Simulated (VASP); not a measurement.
# Si3NiO8 (a cell with a defect) in VASP: notebook

Si3NiO8 (a cell with a defect) is run at these levels: r2SCAN; tasks: single point.

All numbers are computed with VASP 6.6.1; they aren't measurements. Logs are shortened: lines on timing, memory, paths and dates and some standing lists are left out, and cuts for length are marked.

### Step 1. The cell of the first run

The cell holds a defect, 12 atoms: a = 4.599 Å, b = 4.599 Å, c = 6.130 Å, α = 90.00°, β = 90.00°, γ = 90.00°.

### Step 2. Single point, r2SCAN, collinear spin, ferromagnetic start

Contents of POSCAR:

```
Si3NiO8
1.0
    4.5990000000      0.0000000000      0.0000000000
    0.0000000000      4.5990000000      0.0000000000
    0.0000000000      0.0000000000      6.1300000000
Si Ni O
3 1 8
Direct
    0.3396000000      0.3396000000      0.0000000000
    0.1604000000      0.8396000000      0.2500000000
    0.6604000000      0.6604000000      0.5000000000
    0.8396000000      0.1604000000      0.7500000000
    0.2238000000      0.1800000000      0.2164000000
    0.3200000000      0.7238000000      0.4664000000
    0.7762000000      0.8200000000      0.7164000000
    0.6800000000      0.2762000000      0.9664000000
    0.7238000000      0.3200000000      0.5336000000
    0.8200000000      0.7762000000      0.2836000000
    0.2762000000      0.6800000000      0.0336000000
    0.1800000000      0.2238000000      0.7836000000
```

Contents of INCAR.step1:

```
PREC = Accurate
ENCUT = 520
ISMEAR = -1
SIGMA = 0.05
LREAL = False
LASPH = True
NELM = 150
ISPIN = 2
MAGMOM = 0 0 0 2.06 0 0 0 0 0 0 0 0
NUPDOWN = 2.06
LMAXMIX = 4
NBANDS = 51
GGA = PE
ALGO = Normal
EDIFF = 1E-4
LWAVE = True
LCHARG = False
```

Contents of INCAR.step2:

```
PREC = Accurate
ENCUT = 520
EDIFF = 1E-6
ISMEAR = -1
SIGMA = 0.05
LREAL = False
LASPH = True
NELM = 150
ALGO = Normal
ISIF = 2
LWAVE = False
LCHARG = False
ISPIN = 2
MAGMOM = 0 0 0 2.06 0 0 0 0 0 0 0 0
LORBIT = 11
NUPDOWN = 2.06
LMAXMIX = 4
METAGGA = R2SCAN
LMIXTAU = True
NBANDS = 51
ISTART = 1
```

Contents of KPOINTS:

```
Automatic mesh
0
Gamma
  3 3 2
```

Potentials or basis: VASP PAW PBE potentials, release 64 (Si, Ni, O).

On the command line:

```bash
cat potpaw_PBE.64/Si/POTCAR potpaw_PBE.64/Ni/POTCAR potpaw_PBE.64/O/POTCAR > POTCAR
cp INCAR.step1 INCAR
mpirun -np 1 vasp_std > vasp.out
cp INCAR.step2 INCAR
mpirun -np 1 vasp_std > vasp.out
```

OUTCAR:

```text
PREC = Accurate
   ENCUT = 520
   EDIFF = 1E-6
   ISMEAR = -1
   LREAL = False
   LASPH = True
   NELM = 150
   ISIF = 2
   ISPIN = 2
   LORBIT = 11
   NUPDOWN = 2.06
   METAGGA = R2SCAN
   ISTART = 1

 ion  position               nearest neighbor table
   1  0.340  0.340  0.000-   8 1.61  11 1.61   5 1.61  12 1.61   2 2.88   4 2.88   2 2.88   4 2.88

   2  0.160  0.840  0.250-   5 1.61  10 1.61   6 1.61  11 1.61   1 2.88   3 2.88   1 2.88   3 2.88

   3  0.660  0.660  0.500-   6 1.61   9 1.61   7 1.61  10 1.61   2 2.88   4 2.88   4 2.88   2 2.88

   4  0.840  0.160  0.750-   7 1.61  12 1.61   9 1.61   8 1.61   1 2.88   3 2.88   3 2.88   1 2.88

   5  0.224  0.180  0.216-   2 1.61   1 1.61
   6  0.320  0.724  0.466-   3 1.61   2 1.61
   7  0.776  0.820  0.716-   4 1.61   3 1.61
   8  0.680  0.276  0.966-   1 1.61   4 1.61
   9  0.724  0.320  0.534-   3 1.61   4 1.61
  10  0.820  0.776  0.284-   2 1.61   3 1.61
  11  0.276  0.680  0.034-   1 1.61   2 1.61
  12  0.180  0.224  0.784-   4 1.61   1 1.61

  LATTYP: Found a simple tetragonal cell.
 ALAT       =     4.5990000000
 C/A-ratio  =     1.3328984562

  Lattice vectors:

 A1 = (   4.5990000000,   0.0000000000,   0.0000000000)
 A2 = (   0.0000000000,   4.5990000000,   0.0000000000)
 A3 = (   0.0000000000,   0.0000000000,   6.1300000000)

Analysis of symmetry for initial positions (statically):
=====================================================================
 Subroutine PRICEL returns:
 Original cell was already a primitive cell.

 Routine SETGRP: Setting up the symmetry group for a
 simple tetragonal supercell.

 Subroutine GETGRP returns: Found  2 space group operations
 (whereof  1 operations were pure point group operations)
 out of a pool of 16 trial point group operations.

The static configuration has the point symmetry C_1 .
 The point group associated with its full space group is C_2 .

Analysis of symmetry for dynamics (positions and initial velocities):
=====================================================================
 Subroutine PRICEL returns:
 Original cell was already a primitive cell.

 Routine SETGRP: Setting up the symmetry group for a
 simple tetragonal supercell.

 Subroutine GETGRP returns: Found  2 space group operations
 (whereof  1 operations were pure point group operations)
 out of a pool of 16 trial point group operations.

The dynamic configuration has the point symmetry C_1 .
 The point group associated with its full space group is C_2 .

Analysis of structural, dynamic, and magnetic symmetry:
=====================================================================
 Subroutine PRICEL returns:
 Original cell was already a primitive cell.

 Routine SETGRP: Setting up the symmetry group for a
 simple tetragonal supercell.

 Subroutine GETGRP returns: Found  2 space group operations
 (whereof  1 operations were pure point group operations)
 out of a pool of 16 trial point group operations.

The overall configuration has the point symmetry C_1 .
 The point group associated with its full space group is C_2 .

 Subroutine INISYM returns: Found  2 space group operations
 (whereof  1 operations are pure point group operations),
 and found     1 'primitive' translations

----------------------------------------------------------------------------------------

                                     Primitive cell

  volume of cell :     129.6544

  direct lattice vectors                    reciprocal lattice vectors
     4.599000000  0.000000000  0.000000000     0.217438574  0.000000000  0.000000000
     0.000000000  4.599000000  0.000000000     0.000000000  0.217438574  0.000000000
     0.000000000  0.000000000  6.130000000     0.000000000  0.000000000  0.163132137

  length of vectors
     4.599000000  4.599000000  6.130000000     0.217438574  0.217438574  0.163132137

  position of ions in fractional coordinates (direct lattice)
     0.339600000  0.339600000  0.000000000
     0.160400000  0.839600000  0.250000000
[... 73 lines left out ...]
   ICHARG =      0    charge: 1-file 2-atom 10-const
   ISPIN  =      2    spin polarized calculation?
   LNONCOLLINEAR =      F non collinear calculations
   LSORBIT =      F    spin-orbit coupling
   LASPH  =      T    aspherical Exc in radial PAW
   ENCUT  =  520.0 eV  38.22 Ry    6.18 a.u.   8.55  8.55 11.40*2*pi/ulx,y,z
   NELM   =    150;   NELMIN=  2; NELMDL=  0     # of ELM steps
   EDIFF  = 0.1E-05   stopping-criterion for ELM
   LREAL  =      F    real-space projection
   EDIFFG = 0.1E-04   stopping-criterion for IOM
   NSW    =      0    number of steps for IOM
   IBRION =     -1    ionic relax: 0-MD 1-quasi-New 2-CG
   NFREE  =      0    steps in history (QN), initial steepest desc. (CG)
   ISIF   =      2    stress and relaxation
   ISYM   =      2    0-nonsym 1-usesym 2-fastsym
   POTIM  = 0.5000    time-step for ionic-motion
   TEBEG  =    0.0;   TEEND  =   0.0 temperature during run
   PSTRESS=    0.0 pullay stress
   NELECT =      70.0000    total number of electrons
   NUPDOWN=       2.0600    fix difference up-down
   EMIN   =  10.00;   EMAX   =-10.00  energy-range for DOS
   EFERMI =   0.00;   METHOD = LEGACY
   ISMEAR =    -1;   SIGMA  =   0.05  broadening in eV -4-tet -1-fermi 0-gaus
   EFERMI_NEDOS =   21; number of points for ismear=-14 and -15
   IALGO  =     38    algorithm
   IMIX   =      4    mixing-type and parameters
     AMIX     =   0.40;   BMIX     =  1.00
     AMIX_MAG =   1.60;   BMIX_MAG =  1.00
  volume/ion in A,a.u.               =      10.80        72.91
  Fermi-wavevector in a.u.,A,eV,Ry     =   1.333046  2.519091 24.177705  1.777011
  Thomas-Fermi vector in A             =   2.461934
   LORBIT       =     11    0 simple, 1 ext, 2 COOP (PROOUT), +10 PAW based schemes
   METAGGA = R2SCAN    functional components
   LHFCALC =     F    Hartree Fock is set to
   AEXX    =    0.0000 exact exchange contribution
   IVDW    =     0    specifies the selected vdW correction
   LEPSILON=     F    determine dielectric tensor
   LRPA    =     F    only Hartree local field effects (RPA)
 spin polarized calculation
  energy-cutoff  :      520.00
  volume of cell :      129.65
 maximum number of plane-waves:      3519
 NGX is ok and might be reduce to    36
   NGX = 17   NGY = 17   NGZ = 23

 number of electron      70.0000039 magnetization       2.0599999

 Free energy of the ion-electron system (eV)
  ---------------------------------------------------
  ext. energy  EPLUGINS =         0.00000000
  ---------------------------------------------------
  free energy    TOTEN  =      -110.40777505 eV

  energy without entropy =     -110.37478127  energy(sigma->0) =     -110.39127816

 E-fermi :   3.2388     XC(G=0): -10.7912

 val. band max:        3.3297787521   @ k =   0.3333   0.3333   0.5000
 cond. band min:       3.4394375633   @ k =   0.0000   0.0000   0.0000
 fundamental gap:      0.1096588112
 Fermi energy:         3.3745732386

 spin component 1

 k-point     1 :       0.0000    0.0000    0.0000
  band No.  band energies     occupation
      1     -18.9032      1.00000
      2     -17.8802      1.00000
      3     -17.4942      1.00000
      4     -16.7201      1.00000
      5     -16.6459      1.00000
      6     -16.6181      1.00000
[... 389 lines left out ...]
     46      14.7676      0.00000
     47      14.7790      0.00000
 Fermi energy:         3.2388320963

 spin component 2

 k-point     1 :       0.0000    0.0000    0.0000
  band No.  band energies     occupation
      1     -18.8367      1.00000
      2     -17.7591      1.00000
      3     -17.2684      1.00000
      4     -16.6500      1.00000
      5     -16.6056      1.00000
      6     -16.4762      1.00000
[... 389 lines left out ...]
     46      14.8573      0.00000
     47      14.8768      0.00000
 [bands above 47 left out]

------------------------ aborting loop because EDIFF is reached ----------------------------------------

  FORCE on cell =-STRESS in cart. coord.  units (eV):
  Direction    XX          YY          ZZ          XY          YZ          ZX
  --------------------------------------------------------------------------------------
  -------------------------------------------------------------------------------------
  Total       21.1688915     21.1688915     21.6023201     -0.3447756      1.8926287      1.8926269
  in kB      261.5901617    261.5901617    266.9461645     -4.2604924     23.3877647     23.3877419
  external PRESSURE =     263.3754960 kB  Pullay stress =       0.0000000 kB

 VOLUME and BASIS-vectors are now :
 -----------------------------------------------------------------------------
  energy-cutoff  :      520.00
  volume of cell :      129.65
      direct lattice vectors                 reciprocal lattice vectors
     4.599000000  0.000000000  0.000000000     0.217438574  0.000000000  0.000000000
     0.000000000  4.599000000  0.000000000     0.000000000  0.217438574  0.000000000
     0.000000000  0.000000000  6.130000000     0.000000000  0.000000000  0.163132137

 POSITION                                       TOTAL-FORCE (eV/Angst)
 -----------------------------------------------------------------------------------
      1.56182      1.56182      0.00000        -0.263314      0.404471     -0.005774
      0.73768      3.86132      1.53250        -0.056878      0.056878     -0.000000
      3.03718      3.03718      3.06500        -0.404471      0.263314      0.005774
      3.86132      0.73768      4.59750         0.048025     -0.048025     -0.000000
      1.02926      0.82782      1.32653        -0.054260      0.010499      0.175275
      1.47168      3.32876      2.85903        -0.020434     -0.074309      0.068973
      3.56974      3.77118      4.39153        -0.660517     -5.571630     -0.752798
      3.12732      1.27024      5.92403        -1.866166      2.357427      4.672572
      3.32876      1.47168      3.27097        -2.357427      1.866166     -4.672572
      3.77118      3.56974      1.73847        -0.010499      0.054260     -0.175275
      1.27024      3.12732      0.20597         0.074309      0.020434     -0.068973
      0.82782      1.02926      4.80347         5.571630      0.660517      0.752798
 -----------------------------------------------------------------------------------
    total drift:                               -0.002929      0.002929     -0.000000

  FREE ENERGIE OF THE ION-ELECTRON SYSTEM (eV)
  ---------------------------------------------------
  free  energy   TOTEN  =      -110.4077750478 eV

  energy  without entropy=     -110.3747812682  energy(sigma->0) =     -110.39127816

 total charge

# of ion       s       p       d       tot
------------------------------------------
    1        0.663   1.051   0.000   1.715
    2        0.655   1.041   0.000   1.696
    3        0.663   1.051   0.000   1.715
    4        0.736   1.272   8.512  10.520
    5        1.566   3.722   0.000   5.288
    6        1.566   3.724   0.000   5.291
    7        1.585   3.620   0.000   5.204
    8        1.583   3.617   0.000   5.200
    9        1.583   3.617   0.000   5.200
   10        1.566   3.722   0.000   5.288
   11        1.566   3.724   0.000   5.291
   12        1.585   3.620   0.000   5.204
--------------------------------------------------
tot         15.319  33.782   8.512  57.613

 magnetization (x)

# of ion       s       p       d       tot
------------------------------------------
    1        0.004   0.012   0.000   0.016
    2        0.000   0.000   0.000   0.001
    3        0.004   0.012   0.000   0.016
    4       -0.001   0.113   1.264   1.376
    5        0.000  -0.004   0.000  -0.004
    6        0.000   0.004   0.000   0.004
    7        0.010   0.127   0.000   0.137
    8        0.008   0.118   0.000   0.126
    9        0.008   0.118   0.000   0.126
   10        0.000  -0.004   0.000  -0.004
   11        0.000   0.004   0.000   0.004
   12        0.010   0.127   0.000   0.137
--------------------------------------------------
tot          0.045   0.627   1.264   1.937
```

Wall time 4.9 min (1 thread of Intel Xeon 6975P-C (Granite Rapids), shared host); peak memory 0.35 GiB.

What came out:

- Free energy: -110.4078 eV
- Pressure: 26.3 GPa
- Largest force: 5.661 eV/Å
- Net moment: 2.06 μB per cell
- Site moments: Si +0.02, +0.00; Ni +1.38; O -0.00, +0.00, +0.14, +0.13 μB
- Valence electrons inside the program's atomic spheres: Si 1.72, 1.70; Ni 10.52; O 5.29, 5.20

Forces on the atoms (eV/Å):
```
Si  -0.263  0.404 -0.006
Si  -0.057  0.057  0.000
Si  -0.404  0.263  0.006
Ni   0.048 -0.048  0.000
O   -0.054  0.010  0.175
O   -0.020 -0.074  0.069
O   -0.661 -5.572 -0.753
O   -1.866  2.357  4.673
O   -2.357  1.866 -4.673
O   -0.010  0.054 -0.175
O    0.074  0.020 -0.069
O    5.572  0.661  0.753
```

Stress tensor (GPa, compression positive):
```
26.16 -0.43  2.34
-0.43 26.16  2.34
 2.34  2.34 26.69
```

Caveat: the k points lie up to 0.51 Å⁻¹ apart; the PAW data sets were made with another functional, which shifts forces and pressure a little; the total moment is fixed, so each spin has its own Fermi level.

### Step 3. Single point, r2SCAN, collinear spin, ferromagnetic start

POSCAR is that of step 2.

Contents of INCAR.step1:

```
SYSTEM = Si3NiO8
PREC = Accurate
ENCUT = 520
ISMEAR = -1
SIGMA = 0.05
LREAL = .FALSE.
LASPH = .TRUE.
NELM = 150
ISPIN = 2
MAGMOM = 0 0 0 1.65 0 0 0 0 0 0 0 0
NUPDOWN = 1.65
LMAXMIX = 4
NBANDS = 51
GGA = PE
ALGO = Normal
EDIFF = 1E-4
LWAVE = .TRUE.
LCHARG = .FALSE.
```

Contents of INCAR.step2:

```
SYSTEM = Si3NiO8
PREC = Accurate
ENCUT = 520
EDIFF = 1E-6
ISMEAR = -1
SIGMA = 0.05
LREAL = .FALSE.
LASPH = .TRUE.
NELM = 150
ALGO = Normal
ISIF = 2
LWAVE = .FALSE.
LCHARG = .FALSE.
ISPIN = 2
MAGMOM = 0 0 0 1.65 0 0 0 0 0 0 0 0
LORBIT = 11
NUPDOWN = 1.65
LMAXMIX = 4
METAGGA = R2SCAN
LMIXTAU = .TRUE.
NBANDS = 51
ISTART = 1
```

Contents of KPOINTS:

```
regular mesh
0
G
  3 3 2
  0 0 0
```

Potentials or basis: VASP PAW PBE potentials, release 64 (Si, Ni, O).

On the command line:

```bash
cat potpaw_PBE.64/Si/POTCAR potpaw_PBE.64/Ni/POTCAR potpaw_PBE.64/O/POTCAR > POTCAR
cp INCAR.step1 INCAR
mpirun -np 1 vasp_std > vasp.out
cp INCAR.step2 INCAR
mpirun -np 1 vasp_std > vasp.out
```

Wall time 3 min (1 thread of Intel Xeon 6975P-C (Granite Rapids), shared host); peak memory 0.34 GiB.

Results (log left out):

```yaml
Free_energy: -110.2584 eV
Pressure: 26.2 GPa
Largest_force: 5.625 eV/Å
Net_moment: 1.65 μB per cell
Site_moments: Si +0.01, +0.00; Ni +1.12; O -0.01, +0.00, +0.12, +0.09 μB
Valence_electrons_inside_the_program's_atomic_spheres: Si 1.71, 1.70; Ni 10.53; O 5.29, 5.20
```

Forces on the atoms (eV/Å):
```
Si  -0.277  0.398 -0.005
Si  -0.069  0.069  0.000
Si  -0.398  0.277  0.005
Ni   0.011 -0.011  0.000
O   -0.056  0.010  0.177
O   -0.012 -0.081  0.078
O   -0.714 -5.529 -0.753
O   -1.793  2.292  4.673
O   -2.292  1.793 -4.673
O   -0.010  0.056 -0.177
O    0.081  0.012 -0.078
O    5.529  0.714  0.753
```

Stress tensor (GPa, compression positive):
```
25.97 -0.19  2.32
-0.19 25.97  2.32
 2.32  2.32 26.65
```

Caveat: the k points lie up to 0.51 Å⁻¹ apart; the PAW data sets were made with another functional, which shifts forces and pressure a little; the total moment is fixed, so each spin has its own Fermi level.

### Step 4. Single point, r2SCAN, collinear spin, ferromagnetic start

POSCAR is that of step 3.

Contents of INCAR.step1:

```
  ALGO = Normal
  EDIFF = 1E-4
  ENCUT = 520
  GGA = PE
  ISMEAR = -1
  ISPIN = 2
  LASPH = True
  LCHARG = False
  LMAXMIX = 4
  LREAL = False
  LWAVE = True
  MAGMOM = 0 0 0 2.47 0 0 0 0 0 0 0 0
  NBANDS = 51
  NELM = 150
  NUPDOWN = 2.47
  PREC = Accurate
  SIGMA = 0.05
```

Contents of INCAR.step2:

```
  ALGO = Normal
  EDIFF = 1E-7
  ENCUT = 520
  ISIF = 2
  ISMEAR = -1
  ISPIN = 2
  ISTART = 1
  LASPH = True
  LCHARG = False
  LMAXMIX = 4
  LMIXTAU = True
  LORBIT = 11
  LREAL = False
  LWAVE = False
  MAGMOM = 0 0 0 2.47 0 0 0 0 0 0 0 0
  METAGGA = R2SCAN
  NBANDS = 51
  NELM = 150
  NUPDOWN = 2.47
  PREC = Accurate
  SIGMA = 0.05
```

Contents of KPOINTS:

```
k-points
0
Gamma
  3 3 2
```

On the command line:

```bash
cat potpaw_PBE.64/Si/POTCAR potpaw_PBE.64/Ni/POTCAR potpaw_PBE.64/O/POTCAR > POTCAR
cp INCAR.step1 INCAR
mpirun -np 1 vasp_std > vasp.out
cp INCAR.step2 INCAR
mpirun -np 1 vasp_std > vasp.out
```

It took 3.3 min on 1 thread of Intel Xeon 6975P-C (Granite Rapids), shared host; peak memory 0.35 GiB.

The run converged. Its results:

```yaml
Free_energy: -110.3708 eV
Pressure: 26.7 GPa
Largest_force: 5.814 eV/Å
Net_moment: 2.47 μB per cell
Site_moments: Si +0.01, +0.00; Ni +1.56; O -0.00, +0.01, +0.18, +0.17 μB
Valence_electrons_inside_the_program's_atomic_spheres: Si 1.72, 1.70; Ni 10.52; O 5.29, 5.21, 5.20
```

Forces in eV/Å, atoms in the order of the input:
```
Si  -0.257  0.397  0.004
Si  -0.074  0.074  0.000
Si  -0.397  0.257 -0.004
Ni   0.080 -0.080  0.000
O   -0.076 -0.004  0.187
O   -0.023 -0.082  0.078
O   -0.736 -5.728 -0.674
O   -2.032  2.300  4.802
O   -2.300  2.032 -4.802
O    0.004  0.076 -0.187
O    0.082  0.023 -0.078
O    5.728  0.736  0.674
```

Stress tensor (GPa, compression positive):
```
26.56 -0.15  1.95
-0.15 26.56  1.95
 1.95  1.95 27.12
```

Caveat: the k points lie up to 0.51 Å⁻¹ apart; the PAW data sets were made with another functional, which shifts forces and pressure a little; the total moment is fixed, so each spin has its own Fermi level.

### Step 5. Summary

| fixed moment (μB) | pressure (GPa) | moment (μB) | largest force (eV/Å) |
| --- | --- | --- | --- |
| 2.06 | 26.3 | 2.06 | 5.66 |
| 1.65 | 26.2 | 1.65 | 5.63 |
| 2.47 | 26.7 | 2.47 | 5.81 |

Alike in all rows: task single point; level r2SCAN; potentials or basis VASP PAW PBE potentials, release 64 (Si, Ni, O); spin collinear, ferromagnetic start; cell as given; k mesh 3 × 3 × 2; cutoff (eV) 520; smearing fermi-dirac 0.05 eV.

Caveats: all runs use coarse meshes; the PAW data sets were made with another functional, which shifts forces and pressure a little; the total moment is fixed, so each spin has its own Fermi level.

Absolute energies hang on the potentials; compare differences alone.
